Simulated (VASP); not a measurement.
# LaHg2 (Cmmm) in VASP: further runs, part 2 of 2

VASP 6.6.1.

## (3) Electric field gradients, LDA (shortest bond scaled by 0.76)

The input, INCAR:

```
SYSTEM = LaHg2
PREC = Accurate
ENCUT = 520
EDIFF = 1E-8
ISMEAR = -1
SIGMA = 0.05
LREAL = .FALSE.
LASPH = .TRUE.
NELM = 60
ALGO = Normal
ISIF = 2
LWAVE = .FALSE.
LCHARG = .FALSE.
GGA = CA
LEFG = .TRUE.
NBANDS = 24
```

The input, KPOINTS:

```
regular mesh
0
G
  7 7 8
  0 0 0
```

The input, POSCAR:

```
LaHg2
1.0
    4.9580000000      0.0000000000      0.0000000000
   -2.4790000000      4.2937539520      0.0000000000
    0.0000000000      0.0000000000      3.6400000000
La Hg
1 2
Direct
    0.0000000000      0.0000000000      0.0000000000
    0.2533333333      0.6266666667      0.5000000000
    0.7466666667      0.3733333333      0.5000000000
```

Potentials or basis: VASP PAW LDA potentials, release 64 (La, Hg).

The run is started by

```console
cat potpaw_LDA.64/La/POTCAR potpaw_LDA.64/Hg/POTCAR > POTCAR
mpirun -np 1 vasp_std > vasp.out
```

OUTCAR:

```text
SYSTEM = LaHg2
   PREC = Accurate
   ENCUT = 520
   EDIFF = 1E-8
   ISMEAR = -1
   LREAL = .FALSE.
   LASPH = .TRUE.
   NELM = 60
   ISIF = 2
   GGA = CA

 ion  position               nearest neighbor table
   1  0.000  0.000  0.000-   2 3.26   3 3.26   2 3.26   3 3.26   2 3.26   2 3.26   3 3.26   3 3.26
                             3 3.69   3 3.69   2 3.69   2 3.69
   2  0.253  0.627  0.500-   3 2.18   3 3.26   3 3.26   1 3.26   1 3.26   1 3.26   1 3.26   1 3.69
                             1 3.69
   3  0.747  0.373  0.500-   2 2.18   2 3.26   2 3.26   1 3.26   1 3.26   1 3.26   1 3.26   1 3.69
                             1 3.69

  LATTYP: Found a hexagonal cell.
 ALAT       =     4.9580000000
 C/A-ratio  =     0.7341670028

  Lattice vectors:

 A1 = (   4.9580000000,   0.0000000000,   0.0000000000)
 A2 = (  -2.4790000000,   4.2937539520,   0.0000000000)
 A3 = (   0.0000000000,   0.0000000000,   3.6400000000)

Analysis of symmetry for initial positions (statically):
=====================================================================
 Subroutine PRICEL returns:
 Original cell was already a primitive cell.

 Routine SETGRP: Setting up the symmetry group for a
 hexagonal supercell.

 Subroutine GETGRP returns: Found  8 space group operations
 (whereof  8 operations were pure point group operations)
 out of a pool of 24 trial point group operations.

The static configuration has the point symmetry D_2h.

Analysis of symmetry for dynamics (positions and initial velocities):
=====================================================================
 Subroutine PRICEL returns:
 Original cell was already a primitive cell.

 Routine SETGRP: Setting up the symmetry group for a
 hexagonal supercell.

 Subroutine GETGRP returns: Found  8 space group operations
 (whereof  8 operations were pure point group operations)
 out of a pool of 24 trial point group operations.

The dynamic configuration has the point symmetry D_2h.

 Subroutine INISYM returns: Found  8 space group operations
 (whereof  8 operations are pure point group operations),
 and found     1 'primitive' translations

----------------------------------------------------------------------------------------

                                     Primitive cell

  volume of cell :      77.4899

  direct lattice vectors                    reciprocal lattice vectors
     4.958000000  0.000000000  0.000000000     0.201694232  0.116448219  0.000000000
    -2.479000000  4.293753952  0.000000000     0.000000000  0.232896438  0.000000000
     0.000000000  0.000000000  3.640000000     0.000000000  0.000000000  0.274725275

  length of vectors
     4.958000000  4.958000000  3.640000000     0.232896438  0.232896438  0.274725275

  position of ions in fractional coordinates (direct lattice)
     0.000000000  0.000000000  0.000000000
     0.253333333  0.626666667  0.500000000
     0.746666667  0.373333333  0.500000000

  ion indices of the primitive-cell ions
   primitive index   ion index
                 1           1
                 2           2
                 3           3

[... 82 lines left out ...]
   NELECT =      35.0000    total number of electrons
   NUPDOWN=      -1.0000    fix difference up-down
   EMIN   =  10.00;   EMAX   =-10.00  energy-range for DOS
   EFERMI =   0.00;   METHOD = LEGACY
   ISMEAR =    -1;   SIGMA  =   0.05  broadening in eV -4-tet -1-fermi 0-gaus
   EFERMI_NEDOS =   21; number of points for ismear=-14 and -15
   IALGO  =     38    algorithm
   IMIX   =      4    mixing-type and parameters
     AMIX     =   0.40;   BMIX     =  1.00
     AMIX_MAG =   1.60;   BMIX_MAG =  1.00
  volume/ion in A,a.u.               =      25.83       174.31
  Fermi-wavevector in a.u.,A,eV,Ry     =   1.256076  2.373639 21.466269  1.577726
  Thomas-Fermi vector in A             =   2.389801
   LORBIT       =      0    0 simple, 1 ext, 2 COOP (PROOUT), +10 PAW based schemes
   GGA     = CA    functional components
   LHFCALC =     F    Hartree Fock is set to
   AEXX    =    0.0000 exact exchange contribution
   IVDW    =     0    specifies the selected vdW correction
   LEPSILON=     F    determine dielectric tensor
   LRPA    =     F    only Hartree local field effects (RPA)
 non-spin polarized calculation
  energy-cutoff  :      520.00
  volume of cell :       77.49
 maximum number of plane-waves:      2107
 NGX is ok and might be reduce to    40
   NGX = 19   NGY = 19   NGZ = 13

 number of electron      34.9999996 magnetization

 Free energy of the ion-electron system (eV)
  ---------------------------------------------------
  ext. energy  EPLUGINS =         0.00000000
  ---------------------------------------------------
  free energy    TOTEN  =        -6.42423661 eV

  energy without entropy =       -6.40715196  energy(sigma->0) =       -6.41569429

 E-fermi :   5.8779     XC(G=0): -10.8822

 val. band max:        5.8677987333   @ k =   0.2857   0.2857   0.5000
 cond. band min:       5.8795497836   @ k =  -0.1429   0.2857   0.1250
 fundamental gap:      0.0117510503
 Fermi energy:         5.8779248513

 k-point     1 :       0.0000    0.0000    0.0000
  band No.  band energies     occupation
      1     -27.0718      2.00000
      2     -10.9663      2.00000
      3     -10.7965      2.00000
      4     -10.3755      2.00000
      5      -4.8552      2.00000
      6      -3.3477      2.00000
[... 637 lines left out ...]
     23       7.5215      0.00000
     24       7.5424      0.00000

 [... further k-points ...]

------------------------ aborting loop because EDIFF is reached ----------------------------------------

  FORCE on cell =-STRESS in cart. coord.  units (eV):
  Direction    XX          YY          ZZ          XY          YZ          ZX
  --------------------------------------------------------------------------------------
  -------------------------------------------------------------------------------------
  Total       17.8453306      6.5726082      0.0400348      9.7624640      0.0000000      0.0000000
  in kB      368.9692050    135.8949332      0.8277571    201.8482403      0.0000000      0.0000000
  external PRESSURE =     168.5639651 kB  Pullay stress =       0.0000000 kB

 VOLUME and BASIS-vectors are now :
 -----------------------------------------------------------------------------
  energy-cutoff  :      520.00
  volume of cell :       77.49
      direct lattice vectors                 reciprocal lattice vectors
     4.958000000  0.000000000  0.000000000     0.201694232  0.116448219  0.000000000
    -2.479000000  4.293753952  0.000000000     0.000000000  0.232896438  0.000000000
     0.000000000  0.000000000  3.640000000     0.000000000  0.000000000  0.274725275

 POSITION                                       TOTAL-FORCE (eV/Angst)
 -----------------------------------------------------------------------------------
      0.00000      0.00000      0.00000        -0.000000      0.000000      0.000000
     -0.29748      2.69075      1.82000        11.790914      6.807488     -0.000000
      2.77648      1.60300      1.82000       -11.790914     -6.807488      0.000000
 -----------------------------------------------------------------------------------
    total drift:                                0.000000     -0.000000      0.000000

  FREE ENERGIE OF THE ION-ELECTRON SYSTEM (eV)
  ---------------------------------------------------
  free  energy   TOTEN  =        -6.4242366140 eV

  energy  without entropy=       -6.4071519602  energy(sigma->0) =       -6.41569429

 Electric field gradients (V/A^2)
---------------------------------------------------------------------
 ion       V_xx      V_yy      V_zz      V_xy      V_xz      V_yz
---------------------------------------------------------------------
   1      11.730   -51.059    39.329    54.378     0.000    -0.000
   2    -365.601   -48.037   413.638  -275.018     0.000     0.000
   3    -365.601   -48.037   413.638  -275.018     0.000    -0.000
---------------------------------------------------------------------

 Electric field gradients after diagonalization (V/A^2)
 (convention: |V_zz| > |V_xx| > |V_yy|)
----------------------------------------------------------------------
 ion       V_xx      V_yy      V_zz     asymmetry (V_yy - V_xx)/ V_zz
----------------------------------------------------------------------
   1      43.126    39.329   -82.455       0.046
   2     413.638   110.745  -524.383       0.578
   3     413.638   110.745  -524.383       0.578
----------------------------------------------------------------------

           NMR quadrupolar parameters

 Cq : quadrupolar parameter    Cq=e*Q*V_zz/h
 eta: asymmetry parameters     (V_yy - V_xx)/ V_zz
 Q  : nuclear electric quadrupole moment in mb (millibarn)
----------------------------------------------------------------------
 ion       Cq(MHz)       eta       Q (mb)
----------------------------------------------------------------------
   1      -0.199       0.046       1.000
   2      -1.268       0.578       1.000
   3      -1.268       0.578       1.000
----------------------------------------------------------------------
```

OSZICAR:

```text
N       E                     dE             d eps       ncg     rms          rms(c)
DAV:   1     0.310153523294E+03    0.31015E+03   -0.14744E+04  4080   0.208E+03
DAV:   2     0.368770479454E+02   -0.27328E+03   -0.23969E+03  4472   0.337E+02
DAV:   3    -0.431991695339E+01   -0.41197E+02   -0.39730E+02  5200   0.140E+02
DAV:   4    -0.753555578604E+01   -0.32156E+01   -0.30154E+01  6680   0.327E+01
DAV:   5    -0.764424733561E+01   -0.10869E+00   -0.10839E+00  5024   0.547E+00    0.149E+01
DAV:   6    -0.653403985786E+01    0.11102E+01   -0.10635E+01  6560   0.248E+01    0.118E+01
DAV:   7    -0.645994607205E+01    0.74094E-01   -0.60263E-01  6088   0.843E+00    0.664E+00
DAV:   8    -0.643302846926E+01    0.26918E-01   -0.22262E-01  5776   0.308E+00    0.435E-01
DAV:   9    -0.642665328617E+01    0.63752E-02   -0.22396E-02  6632   0.114E+00    0.248E-01
DAV:  10    -0.642423826643E+01    0.24150E-02   -0.21400E-02  5704   0.952E-01    0.473E-02
DAV:  11    -0.642424279967E+01   -0.45332E-05   -0.79056E-04  5832   0.207E-01    0.337E-02
DAV:  12    -0.642423997904E+01    0.28206E-05   -0.75744E-05  6072   0.527E-02    0.154E-02
DAV:  13    -0.642423691656E+01    0.30625E-05   -0.12487E-05  6328   0.256E-02    0.405E-03
DAV:  14    -0.642423661569E+01    0.30088E-06   -0.48115E-06  6528   0.133E-02    0.110E-03
DAV:  15    -0.642423662098E+01   -0.52960E-08   -0.17280E-07  5352   0.261E-03    0.714E-04
DAV:  16    -0.642423661402E+01    0.69563E-08   -0.50912E-08  5248   0.153E-03
   1 F= -.64242366E+01 E0= -.64156943E+01  d E =-.170847E-01
```

It took 2.1 min on 1 thread of Intel Xeon Platinum 8375C at 2.90GHz (Ice Lake), shared host; peak memory 0.29 GiB.

What came out:

```yaml
Free_energy: -6.4242 eV
Pressure: 16.9 GPa
Largest_force: 13.615 eV/Å
```

Forces in eV/Å, atoms in the order of the input:
```
La    0.000   0.000   0.000
Hg   11.791   6.807   0.000
Hg  -11.791  -6.807   0.000
```

Levels at points of the mesh, in eV from the Fermi level:
```csv
k point,band 14,band 15,band 16,band 17,band 18,band 19,band 20,band 21
"(0.00, 0.00, 0.00)",-6.62,-6.21,-1.47,-0.44,-0.20,-0.10,1.26,1.44
"(0.00, 0.00, 0.50)",-6.26,-5.45,-3.07,-0.16,0.65,1.10,1.19,1.41
```

Electric field gradients, principal values (V/Å²):
| atom | least | middle | greatest (by size) |
| --- | --- | --- | --- |
| 1 La | 39.329 | 43.126 | -82.455 |
| 2 Hg | 110.745 | 413.638 | -524.383 |
| 3 Hg | 110.745 | 413.638 | -524.383 |

Caveat: the cell differs from its parent crystal (shortest bond scaled by 0.76); without QUAD_EFG the Cq values of the log hold for a quadrupole moment of 1 mb, not for the nuclei; spin-orbit coupling is left out, which moves the levels of the heavy elements; forces of over 1 eV/Å act on the atoms, so gaps and moduli don't describe the material at rest.

## (4) Electric field gradients, LDA (shortest bond scaled by 0.58)

The input, INCAR:

```
SYSTEM = LaHg2
ALGO = Normal ; EDIFF = 1E-8
ENCUT = 520 ; GGA = CA
ISIF = 2 ; ISMEAR = -1
LASPH = .True. ; LCHARG = .False.
LEFG = .True. ; LREAL = .False.
LWAVE = .False. ; NBANDS = 24
NELM = 60 ; PREC = Accurate
SIGMA = 0.05
```

The input, KPOINTS:

```
k-points
0
Gamma
  7 7 8
  0 0 0
```

The input, POSCAR:

```
LaHg2
1.0
    4.9580000000      0.0000000000      0.0000000000
   -2.4790000000      4.2937539520      0.0000000000
    0.0000000000      0.0000000000      3.6400000000
La Hg
1 2
Direct
    0.0000000000      0.0000000000      0.0000000000
    0.1933333333      0.5966666667      0.5000000000
    0.8066666667      0.4033333333      0.5000000000
```

Potentials or basis: VASP PAW LDA potentials, release 64 (La, Hg).

The run is started by

```console
cat potpaw_LDA.64/La/POTCAR potpaw_LDA.64/Hg/POTCAR > POTCAR
mpirun -np 1 vasp_std > vasp.out
```

OUTCAR:

```text
SYSTEM = LaHg2
   EDIFF = 1E-8
   ENCUT = 520
   GGA = CA
   ISIF = 2
   ISMEAR = -1
   LASPH = .True.
   LREAL = .False.
   NELM = 60
   PREC = Accurate

 ion  position               nearest neighbor table
   1  0.000  0.000  0.000-   2 3.19   2 3.19   3 3.19   3 3.19   3 3.19   3 3.19   2 3.19   2 3.19

   2  0.193  0.597  0.500-   3 1.66   1 3.19   1 3.19   1 3.19   1 3.19   3 3.62   3 3.62
   3  0.807  0.403  0.500-   2 1.66   1 3.19   1 3.19   1 3.19   1 3.19   2 3.62   2 3.62

 -----------------------------------------------------------------------------
|                                                                             |
|           W    W    AA    RRRRR   N    N  II  N    N   GGGG   !!!           |
|           W    W   A  A   R    R  NN   N  II  NN   N  G    G  !!!           |
|           W    W  A    A  R    R  N N  N  II  N N  N  G       !!!           |
|           W WW W  AAAAAA  RRRRR   N  N N  II  N  N N  G  GGG   !            |
|           WW  WW  A    A  R   R   N   NN  II  N   NN  G    G                |
|           W    W  A    A  R    R  N    N  II  N    N   GGGG   !!!           |
|                                                                             |
|     The distance between some ions is very small. Please check the          |
|     nearest-neighbor list in the OUTCAR file.                               |
|     I HOPE YOU KNOW WHAT YOU ARE DOING!                                     |
|                                                                             |
 -----------------------------------------------------------------------------

  LATTYP: Found a hexagonal cell.
 ALAT       =     4.9580000000
 C/A-ratio  =     0.7341670028

  Lattice vectors:

 A1 = (   4.9580000000,   0.0000000000,   0.0000000000)
 A2 = (  -2.4790000000,   4.2937539520,   0.0000000000)
[... 836 lines left out ...]

  FORCE on cell =-STRESS in cart. coord.  units (eV):
  Direction    XX          YY          ZZ          XY          YZ          ZX
  --------------------------------------------------------------------------------------
  -------------------------------------------------------------------------------------
  Total      117.2558907     43.5365739      4.1673444     63.8428011      0.0000000      0.0000000
  in kB     2424.3772062    900.1601263     86.1638151   1320.0107121      0.0000000      0.0000000
  external PRESSURE =    1136.9003825 kB  Pullay stress =       0.0000000 kB

 VOLUME and BASIS-vectors are now :
 -----------------------------------------------------------------------------
  energy-cutoff  :      520.00
  volume of cell :       77.49
      direct lattice vectors                 reciprocal lattice vectors
     4.958000000  0.000000000  0.000000000     0.201694232  0.116448219  0.000000000
    -2.479000000  4.293753952  0.000000000     0.000000000  0.232896438  0.000000000
     0.000000000  0.000000000  3.640000000     0.000000000  0.000000000  0.274725275

 POSITION                                       TOTAL-FORCE (eV/Angst)
 -----------------------------------------------------------------------------------
      0.00000      0.00000      0.00000         0.000000     -0.000000      0.000000
     -0.52059      2.56194      1.82000        83.118994     47.988773     -0.000000
      2.99959      1.73181      1.82000       -83.118994    -47.988773      0.000000
 -----------------------------------------------------------------------------------
    total drift:                                0.000000     -0.000000     -0.000000

  FREE ENERGIE OF THE ION-ELECTRON SYSTEM (eV)
  ---------------------------------------------------
  free  energy   TOTEN  =        15.7206461917 eV

  energy  without entropy=       15.7474904441  energy(sigma->0) =       15.73406832

 Electric field gradients (V/A^2)
---------------------------------------------------------------------
 ion       V_xx      V_yy      V_zz      V_xy      V_xz      V_yz
---------------------------------------------------------------------
   1      88.533   -43.509   -45.025   114.353    -0.000     0.000
   2    -269.101   -55.830   324.931  -184.698     0.000     0.000
   3    -269.101   -55.830   324.931  -184.698     0.000    -0.000
---------------------------------------------------------------------

 Electric field gradients after diagonalization (V/A^2)
 (convention: |V_zz| > |V_xx| > |V_yy|)
----------------------------------------------------------------------
 ion       V_xx      V_yy      V_zz     asymmetry (V_yy - V_xx)/ V_zz
----------------------------------------------------------------------
   1    -109.530   -45.025   154.555       0.417
   2     324.931    50.806  -375.737       0.730
   3     324.931    50.806  -375.737       0.730
----------------------------------------------------------------------

           NMR quadrupolar parameters

 Cq : quadrupolar parameter    Cq=e*Q*V_zz/h
 eta: asymmetry parameters     (V_yy - V_xx)/ V_zz
 Q  : nuclear electric quadrupole moment in mb (millibarn)
----------------------------------------------------------------------
 ion       Cq(MHz)       eta       Q (mb)
----------------------------------------------------------------------
   1       0.374       0.417       1.000
   2      -0.909       0.730       1.000
   3      -0.909       0.730       1.000
----------------------------------------------------------------------
```

OSZICAR:

```text
N       E                     dE             d eps       ncg     rms          rms(c)
DAV:   1     0.344813188100E+03    0.34481E+03   -0.14933E+04  4096   0.209E+03
DAV:   2     0.608139528401E+02   -0.28400E+03   -0.25282E+03  4200   0.343E+02
DAV:   3     0.171179202367E+02   -0.43696E+02   -0.42176E+02  5168   0.145E+02
DAV:   4     0.139507173568E+02   -0.31672E+01   -0.30273E+01  6656   0.341E+01
DAV:   5     0.138276528025E+02   -0.12306E+00   -0.12217E+00  5056   0.567E+00    0.602E+01
DAV:   6     0.153449539146E+02    0.15173E+01   -0.14169E+01  6528   0.270E+01    0.468E+01
DAV:   7     0.156651743066E+02    0.32022E+00   -0.21440E+00  6520   0.144E+01    0.580E+00
DAV:   8     0.157179684829E+02    0.52794E-01   -0.20542E-01  6168   0.395E+00    0.710E-01
DAV:   9     0.157201256652E+02    0.21572E-02   -0.58033E-02  6688   0.170E+00    0.187E-01
DAV:  10     0.157205936731E+02    0.46801E-03   -0.38556E-03  5208   0.425E-01    0.749E-02
DAV:  11     0.157206205483E+02    0.26875E-04   -0.52308E-04  6776   0.157E-01    0.738E-02
DAV:  12     0.157206460552E+02    0.25507E-04   -0.22144E-04  6904   0.110E-01    0.103E-02
DAV:  13     0.157206456552E+02   -0.40003E-06   -0.10360E-05  5184   0.214E-02    0.453E-03
DAV:  14     0.157206461933E+02    0.53812E-06   -0.36616E-06  6320   0.151E-02    0.113E-03
DAV:  15     0.157206461922E+02   -0.11546E-08   -0.16947E-07  5072   0.254E-03    0.529E-04
DAV:  16     0.157206461917E+02   -0.42019E-09   -0.68959E-09  3648   0.904E-04
   1 F= 0.15720646E+02 E0= 0.15734068E+02  d E =-.268443E-01
```

Wall time 2.1 min (1 thread of Intel Xeon Platinum 8375C at 2.90GHz (Ice Lake), shared host); peak memory 0.29 GiB.

Results:

```
Free energy   : 15.7206 eV
Pressure      : 113.7 GPa
Largest force : 95.978 eV/Å
```

Forces in eV/Å, atoms in the order of the input:
```
La    0.000   0.000   0.000
Hg   83.119  47.989   0.000
Hg  -83.119 -47.989   0.000
```

Stress tensor (GPa, compression positive):
```
242.44 132.00   0.00
132.00  90.02   0.00
  0.00   0.00   8.62
```

Levels at points of the mesh, in eV from the Fermi level:
```
           k point  band 15  band 16  band 17  band 18  band 19  band 20
(0.00, 0.00, 0.00)    -5.22    -1.28    -0.19     0.08     0.11     0.91
(0.00, 0.00, 0.50)    -5.50    -3.60    -1.48     0.87     1.22     1.22
```

Electric field gradients, principal values (V/Å²):
```csv
atom,least,middle,greatest (by size)
1 La,-45.025,-109.530,154.555
2 Hg,50.806,324.931,-375.737
3 Hg,50.806,324.931,-375.737
```

Caveat: the cell differs from its parent crystal (shortest bond scaled by 0.58); without QUAD_EFG the Cq values of the log hold for a quadrupole moment of 1 mb, not for the nuclei; spin-orbit coupling is left out, which moves the levels of the heavy elements; forces of over 1 eV/Å act on the atoms, so gaps and moduli don't describe the material at rest.
